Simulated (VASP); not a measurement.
Runs of VASP 6.6.1 on TiCo3. The structure is that of space group Pm-3m (No. 221), or close to it. The cells are those of the table. 

```tsv
fixed moment (μB)	cell	pressure (GPa)	moment (μB)
3.8	a = 3.292 Å, 4 atoms	91.6	3.80
3.8	a = 3.374 Å, 4 atoms	(b)	3.80
0.76	a = 3.292 Å, 4 atoms	(a)	0.76
2.28	a = 3.292 Å, 4 atoms	82.1	2.28
6.84	a = 3.374 Å, 4 atoms	79.3	6.84
```

Alike in all rows: task single point; level PBEsol; potentials or basis VASP PAW PBE potentials, release 64 (Ti_sv, Co); spin collinear, ferromagnetic start; k mesh 12 × 12 × 12; cutoff (eV) 520; smearing gaussian 0.15 eV.

Q: Fill in the values left out.

A: (a) 77.3; (b) 54.4.

Caveats: the cell stands under pressure; the PAW data sets were made with another functional, which shifts forces and pressure a little; the total moment is fixed, so each spin has its own Fermi level.
